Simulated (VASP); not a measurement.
Wanted: the native input for a VASP 6.6.1 run.

| Item | Value |
| --- | --- |
| Task | single point |
| Functional | r2SCAN |
| Potentials or basis | VASP PAW PBE potentials, release 64 (Ti_sv, C) |
| Cutoff | 520 eV |
| k mesh | 13 × 13 × 13 |
| Occupations | fermi-dirac, width 0.1 eV |
| Spin | no spin polarisation |
| Dipole correction | no |
| Further INCAR settings | ALGO = Normal; EDIFF = 1e-06; NBANDS = 15 |

TiC:

```xyz
2
Lattice="0.0000 2.1643 2.1643 2.1643 0.0000 2.1643 2.1643 2.1643 0.0000" Properties=species:S:1:pos:R:3 pbc="T T T"
Ti    0.0000    0.0000    0.0000
C     2.1643    2.1643    2.1643
```

The input as run:

POSCAR

```
TiC
1.0
    0.0000000000      2.1642569600      2.1642569600
    2.1642569600      0.0000000000      2.1642569600
    2.1642569600      2.1642569600      0.0000000000
Ti C
1 1
Direct
    0.0000000000      0.0000000000      0.0000000000
    0.5000000000      0.5000000000      0.5000000000
```

INCAR.step1

```
SYSTEM = TiC
PREC = Accurate ; ENCUT = 520
ISMEAR = -1 ; SIGMA = 0.1
LREAL = .FALSE. ; LASPH = .TRUE.
NELM = 60 ; NBANDS = 15
GGA = PE ; ALGO = Normal
EDIFF = 1E-4 ; LWAVE = .TRUE.
LCHARG = .FALSE.
```

INCAR.step2

```
SYSTEM = TiC
PREC = Accurate ; ENCUT = 520
EDIFF = 1E-6 ; ISMEAR = -1
SIGMA = 0.1 ; LREAL = .FALSE.
LASPH = .TRUE. ; NELM = 60
ALGO = Normal ; ISIF = 2
LWAVE = .FALSE. ; LCHARG = .TRUE.
METAGGA = R2SCAN ; LMIXTAU = .TRUE.
LELF = .TRUE. ; LVHAR = .TRUE.
NBANDS = 15 ; ISTART = 1
```

KPOINTS

```
Automatic mesh
0
G
  13 13 13
  0 0 0
```

Potentials or basis: VASP PAW PBE potentials, release 64 (Ti_sv, C).

The run is started by

```bash
$ cat potpaw_PBE.64/Ti_sv/POTCAR potpaw_PBE.64/C/POTCAR > POTCAR
$ cp INCAR.step1 INCAR
$ mpirun -np 1 vasp_std > vasp.out
$ cp INCAR.step2 INCAR
$ mpirun -np 1 vasp_std > vasp.out
```

It gave:

The pressure is 0.8 GPa. The band gap on the k mesh is zero (band 8 reaches 10.38 eV, above the bottom of band 9 at 9.06 eV).

Caveat: the PAW data sets were made with another functional, which shifts forces and pressure a little.

Run time: 37 s on 1 thread of Intel(R) Xeon(R) 6975P-C (Granite Rapids), with other jobs on the host, peak memory 0.16 GiB.
